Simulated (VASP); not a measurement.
# Ag (P3_121) in VASP: relaxation of cell and atoms with PBEsol

Aim: the relaxation of cell and atoms of Ag with PBEsol.

Program: VASP 6.6.1. These are calculated values, not measurements. Logs are shortened: lines on timing, memory, paths and dates and some standing lists are left out, and cuts for length are marked.

**1. The cell of the first run**

It takes space group P3_121 (No. 152, trigonal). Conventional cell: a = 3.782 Å, b = 3.782 Å, c = 4.290 Å, α = 90.00°, β = 90.00°, γ = 120.00°. Ag (site symmetry 2) has 2 Ag at 2.06 Å within 2.7 Å.

**2. Relaxation of cell and atoms, PBEsol**

File INCAR:

```
ALGO = Fast
EDIFF = 1E-7
EDIFFG = -0.04
ENCUT = 600
GGA = PS
IBRION = 2
ISIF = 3
ISMEAR = 0
LASPH = True
LCHARG = False
LREAL = False
LWAVE = False
NELM = 60
NSW = 90
PREC = Accurate
SIGMA = 0.1
```

File KPOINTS:

```
k-points
0
Gamma
  6 6 4
```

File POSCAR:

```
Ag
1.0
    3.7816700517      0.0000000000      0.0000000000
   -1.8908350259      3.2750223335      0.0000000000
    0.0000000000      0.0000000000      4.2904312645
Ag
3
Direct
    0.2254000000      0.0000000000      0.3333333333
    0.0000000000      0.2254000000      0.6666666667
    0.7746000000      0.7746000000      0.0000000000
```

Potentials or basis: VASP PAW PBE potentials, release 64 (Ag).

Command:

```sh
cat potpaw_PBE.64/Ag/POTCAR > POTCAR
mpirun -np 1 vasp_std > vasp.out
```

OUTCAR:

```text
EDIFF = 1E-7
   EDIFFG = -0.04
   ENCUT = 600
   GGA = PS
   IBRION = 2
   ISIF = 3
   ISMEAR = 0
   LASPH = True
   LREAL = False
   NELM = 60
   NSW = 90
   PREC = Accurate

 ion  position               nearest neighbor table
   1  0.225  0.000  0.333-   3 2.06   2 2.06   3 2.98   3 2.98   2 2.98   2 2.98   2 3.22   3 3.22

   2  0.000  0.225  0.667-   3 2.06   1 2.06   3 2.98   3 2.98   1 2.98   1 2.98   1 3.22   3 3.22

   3  0.775  0.775  0.000-   1 2.06   2 2.06   2 2.98   1 2.98   1 2.98   2 2.98   1 3.22   2 3.22

  LATTYP: Found a hexagonal cell.
 ALAT       =     3.7816700517
 C/A-ratio  =     1.1345334749

  Lattice vectors:

 A1 = (   3.7816700517,   0.0000000000,   0.0000000000)
 A2 = (  -1.8908350259,   3.2750223335,   0.0000000000)
 A3 = (   0.0000000000,   0.0000000000,   4.2904312645)

Analysis of symmetry for initial positions (statically):
=====================================================================
 Subroutine PRICEL returns:
 Original cell was already a primitive cell.

 Routine SETGRP: Setting up the symmetry group for a
 hexagonal supercell.

 Subroutine GETGRP returns: Found  6 space group operations
 (whereof  2 operations were pure point group operations)
 out of a pool of 24 trial point group operations.

The static configuration has the point symmetry C_2 .
 The point group associated with its full space group is D_3 .

Analysis of symmetry for dynamics (positions and initial velocities):
=====================================================================
 Subroutine PRICEL returns:
 Original cell was already a primitive cell.

 Routine SETGRP: Setting up the symmetry group for a
 hexagonal supercell.

 Subroutine GETGRP returns: Found  6 space group operations
 (whereof  2 operations were pure point group operations)
 out of a pool of 24 trial point group operations.

The dynamic configuration has the point symmetry C_2 .
 The point group associated with its full space group is D_3 .

 Subroutine INISYM returns: Found  6 space group operations
 (whereof  2 operations are pure point group operations),
 and found     1 'primitive' translations

----------------------------------------------------------------------------------------

                                     Primitive cell

  volume of cell :      53.1372

  direct lattice vectors                    reciprocal lattice vectors
     3.781670052  0.000000000  0.000000000     0.264433435  0.152670715  0.000000000
    -1.890835026  3.275022333  0.000000000     0.000000000  0.305341429  0.000000000
     0.000000000  0.000000000  4.290431264     0.000000000  0.000000000  0.233076802

  length of vectors
     3.781670052  3.781670052  4.290431264     0.305341429  0.305341429  0.233076802

  position of ions in fractional coordinates (direct lattice)
     0.225400000  0.000000000  0.333333333
     0.000000000  0.225400000  0.666666667
     0.774600000  0.774600000  0.000000000

  ion indices of the primitive-cell ions
   primitive index   ion index
                 1           1
                 2           2
                 3           3

----------------------------------------------------------------------------------------

 KPOINTS: k-points

Automatic generation of k-mesh.
 Grid dimensions read from file:
 generate k-points for:    6    6    4

 Generating k-lattice:

  Cartesian coordinates                     Fractional coordinates (reciprocal lattice)
     0.044072239  0.025445119  0.000000000     0.166666667  0.000000000  0.000000000
     0.000000000  0.050890238  0.000000000     0.000000000  0.166666667  0.000000000
     0.000000000  0.000000000  0.058269201     0.000000000  0.000000000  0.250000000

  Length of vectors
     0.050890238  0.050890238  0.058269201

  Shift w.r.t. Gamma in fractional coordinates (k-lattice)
     0.000000000  0.000000000  0.000000000

 Subroutine IBZKPT returns following result:
 ===========================================

 Found     24 irreducible k-points:

 Following reciprocal coordinates:
            Coordinates               Weight
  0.000000  0.000000  0.000000      1.000000
  0.166667  0.000000  0.000000      6.000000
  0.333333  0.000000  0.000000      6.000000
  0.500000  0.000000  0.000000      3.000000
  0.166667  0.166667  0.000000      6.000000
  0.333333  0.166667  0.000000     12.000000
[... 16 lines left out ...]
  0.333333  0.166667  0.500000     12.000000
  0.333333  0.333333  0.500000      2.000000
   k-points           NKPTS =     24   k-points in BZ     NKDIM =     24   number of bands    NBANDS=     20
   number of dos      NEDOS =    301   number of ions     NIONS =      3
   total plane-waves  NPLWV =  32400
   dimension x,y,z NGX =    30 NGY =   30 NGZ =   36
   dimension x,y,z NGXF=    60 NGYF=   60 NGZF=   72
   ions per type =               3
   NGX,Y,Z   is equivalent  to a cutoff of  13.19, 13.19, 13.95 a.u.
   NGXF,Y,Z  is equivalent  to a cutoff of  26.38, 26.38, 27.90 a.u.
 SYSTEM =  unknown system
   PREC   = accura    normal or accurate (medium, high low for compatibility)
   ISTART =      0    job   : 0-new  1-cont  2-samecut
   ICHARG =      2    charge: 1-file 2-atom 10-const
   ISPIN  =      1    spin polarized calculation?
   LNONCOLLINEAR =      F non collinear calculations
   LSORBIT =      F    spin-orbit coupling
   LASPH  =      T    aspherical Exc in radial PAW
   ENCUT  =  600.0 eV  44.10 Ry    6.64 a.u.   7.55  7.55  8.57*2*pi/ulx,y,z
   NELM   =     60;   NELMIN=  2; NELMDL= -5     # of ELM steps
   EDIFF  = 0.1E-06   stopping-criterion for ELM
   LREAL  =      F    real-space projection
   EDIFFG = -.4E-01   stopping-criterion for IOM
   NSW    =     90    number of steps for IOM
   IBRION =      2    ionic relax: 0-MD 1-quasi-New 2-CG
   NFREE  =      1    steps in history (QN), initial steepest desc. (CG)
   ISIF   =      3    stress and relaxation
   ISYM   =      2    0-nonsym 1-usesym 2-fastsym
   POTIM  = 0.5000    time-step for ionic-motion
   TEBEG  =    0.0;   TEEND  =   0.0 temperature during run
   PSTRESS=    0.0 pullay stress
   NELECT =      33.0000    total number of electrons
   NUPDOWN=      -1.0000    fix difference up-down
   EMIN   =  10.00;   EMAX   =-10.00  energy-range for DOS
   EFERMI =   0.00;   METHOD = LEGACY
   ISMEAR =     0;   SIGMA  =   0.10  broadening in eV -4-tet -1-fermi 0-gaus
   EFERMI_NEDOS =   21; number of points for ismear=-14 and -15
   IALGO  =     68    algorithm
   IMIX   =      4    mixing-type and parameters
     AMIX     =   0.40;   BMIX     =  1.00
     AMIX_MAG =   1.60;   BMIX_MAG =  1.00
  volume/ion in A,a.u.               =      17.71       119.53
  Fermi-wavevector in a.u.,A,eV,Ry     =   1.396732  2.639441 26.543079  1.950861
  Thomas-Fermi vector in A             =   2.520058
   LORBIT       =      0    0 simple, 1 ext, 2 COOP (PROOUT), +10 PAW based schemes
   GGA     = PS    functional components
   LHFCALC =     F    Hartree Fock is set to
   AEXX    =    0.0000 exact exchange contribution
   IVDW    =     0    specifies the selected vdW correction
   LEPSILON=     F    determine dielectric tensor
   LRPA    =     F    only Hartree local field effects (RPA)
 conjugate gradient relaxation of ions
 non-spin polarized calculation
 RMM-DIIS sequential band-by-band and
 Gauss-broadening in eV      SIGMA  =   0.10
  energy-cutoff  :      600.00
  volume of cell :       53.14
 maximum number of plane-waves:      1811
   NGX = 15   NGY = 15   NGZ = 17

--------------------------------------- Ionic step        1  -------------------------------------------

 number of electron      33.0000000 magnetization

 Free energy of the ion-electron system (eV)
  ---------------------------------------------------
  ext. energy  EPLUGINS =         0.00000000
  ---------------------------------------------------
  free energy    TOTEN  =        -1.72653805 eV

  energy without entropy =       -1.72432116  energy(sigma->0) =       -1.72542961

------------------------ aborting loop because EDIFF is reached ----------------------------------------

  FORCE on cell =-STRESS in cart. coord.  units (eV):
  Direction    XX          YY          ZZ          XY          YZ          ZX
  --------------------------------------------------------------------------------------
  -------------------------------------------------------------------------------------
  Total       16.3321173     16.3321173     33.4837210     -0.0000000      0.0000000      0.0000000
  in kB      492.4410222    492.4410222   1009.5909484     -0.0000000      0.0000000      0.0000000
  external PRESSURE =     664.8243309 kB  Pullay stress =       0.0000000 kB
[... 24 lines left out ...]
--------------------------------------- Ionic step        2  -------------------------------------------

 number of electron      33.0000085 magnetization

------------------------ aborting loop EDIFF was not reached (unconverged)  ----------------------------

  FORCE on cell =-STRESS in cart. coord.  units (eV):
  Direction    XX          YY          ZZ          XY          YZ          ZX
  --------------------------------------------------------------------------------------
  -------------------------------------------------------------------------------------
  Total       -5.1530305     -5.1530305     -6.0059598      0.0000000     -0.0000000     -0.0000000
  in kB      -63.3484644    -63.3484644    -73.8338977      0.0000000     -0.0000000     -0.0000000
  external PRESSURE =     -66.8436088 kB  Pullay stress =       0.0000000 kB
[... 55 lines left out ...]
  FREE ENERGIE OF THE ION-ELECTRON SYSTEM (eV)
  ---------------------------------------------------
  free  energy   TOTEN  =        -5.1309184746 eV

  energy  without entropy=       -5.1245309394  energy(sigma->0) =       -5.12772471

 E-fermi :   3.3366     XC(G=0):  -9.8589

 val. band max:        3.3286503513   @ k =   0.5000   0.0000   0.5000
 cond. band min:       3.3574688007   @ k =   0.3333   0.3333   0.2500
 fundamental gap:      0.0288184494
 Fermi energy:         3.3366095410

 k-point     1 :       0.0000    0.0000    0.0000
  band No.  band energies     occupation
      1      -1.7518      2.00000
      2      -1.3455      2.00000
      3      -1.3455      2.00000
      4      -0.7504      2.00000
      5      -0.7504      2.00000
      6      -0.5369      2.00000
[... 541 lines left out ...]
     19       4.8947      0.00000
     20       4.9229      0.00000

[... ionic steps 4 to 39 ...]

--------------------------------------- Ionic step       40  -------------------------------------------

 number of electron      33.0000019 magnetization

------------------------ aborting loop because EDIFF is reached ----------------------------------------
[... 69 lines left out ...]
--------------------------------------- Ionic step       42  -------------------------------------------

 number of electron      33.0000015 magnetization

 Free energy of the ion-electron system (eV)
  ---------------------------------------------------
  ext. energy  EPLUGINS =         0.00000000
  ---------------------------------------------------
  free energy    TOTEN  =        -9.67931721 eV

  energy without entropy =       -9.67529064  energy(sigma->0) =       -9.67730393

 E-fermi :   8.5521     XC(G=0): -12.5072

 val. band max:        8.4438304482   @ k =   0.1667   0.0000   0.5000
 cond. band min:       8.6417416809   @ k =   0.1667   0.1667   0.5000
 fundamental gap:      0.1979112328
 Fermi energy:         8.5521289480

 k-point     1 :       0.0000    0.0000    0.0000
  band No.  band energies     occupation
      1       0.5119      2.00000
      2       2.5971      2.00000
      3       2.5971      2.00000
      4       3.4532      2.00000
      5       3.4535      2.00000
      6       3.4535      2.00000
[... 571 lines left out ...]
  FREE ENERGIE OF THE ION-ELECTRON SYSTEM (eV)
  ---------------------------------------------------
  free  energy   TOTEN  =        -9.6793172139 eV

  energy  without entropy=       -9.6752906397  energy(sigma->0) =       -9.67730393

 reached required accuracy - stopping structural energy minimisation
```

Wall time 28 min (1 thread of AMD EPYC 7R13, shared host); peak memory 0.18 GiB.

What came out:

```
Free energy                           : -9.6793 eV
Relaxed volume                        : 16.78 Å³/atom
Relaxed cell                          : a = 4.556 Å, b = 4.556 Å, c = 2.801 Å, α = 90.00°, β = 90.00°, γ = 120.00°
Space group after relaxing (to 0.1 Å) : Im-3m (No. 229)
Energy gained by relaxing             : 2650.9 meV/atom
Ionic steps                           : 42
Pressure after relaxing               : 0.0 GPa
Largest force after relaxing          : 0.021 eV/Å
Band gap on the k mesh                : zero (an odd number of electrons rules out a gap without spin polarisation)
```

Forces in eV/Å, atoms in the order of the input:
```
Ag   0.021  0.000  0.000
Ag  -0.010  0.018  0.000
Ag  -0.010 -0.018  0.000
```

The path:
```csv
step,energy change (eV),largest force (eV/Å),pressure (GPa),volume (Å³)
1,0.0000,15.0214,66.48,53.14
3,-3.4044,0.1971,-7.46,122.02
5,-5.8241,0.0302,-11.06,80.12
7,-6.4408,0.9369,-6.72,67.86
9,-6.7632,0.9823,-2.43,61.04
11,-6.8653,0.7212,3.15,56.55
13,-6.9432,0.0255,0.25,57.90
15,-6.9579,0.0237,-1.39,58.88
17,-6.9619,0.0938,-3.63,60.25
19,-6.9698,0.1054,-3.85,60.33
21,-7.0280,0.1470,-4.76,60.60
23,-7.2662,0.2735,-8.29,60.71
25,-7.4290,0.3441,-9.50,59.91
27,-7.5460,0.3751,-10.47,59.09
29,-7.5606,0.3658,-10.54,58.85
31,-7.6370,0.3988,-9.66,57.68
33,-7.8700,0.5641,-3.58,52.58
35,-7.8968,0.6336,-0.24,50.83
37,-7.9089,0.5740,0.54,50.36
39,-7.9498,0.0044,1.45,49.73
41,-7.9527,0.0241,0.17,50.25
42,-7.9528,0.0207,0.00,50.35
```

Final structure:
```
CELL_PARAMETERS angstrom
4.55620 0.00000 0.00000
-2.27810 3.94579 0.00000
0.00000 0.00000 2.80083
ATOMIC_POSITIONS crystal
Ag 0.33282 0.00000 0.33333
Ag 0.00000 0.33282 0.66667
Ag 0.66718 0.66718 0.00000
```

Caveat: the k points lie up to 0.56 Å⁻¹ apart in the final cell, too coarse for converged energies and pressures of a metal; a cell axis changed by over 15 % at a fixed basis, so the end point is rough; the PAW data sets were made with another functional, which shifts forces and pressure a little.

The gap in the log of VASP goes by the Fermi energy; the results here count the filled bands.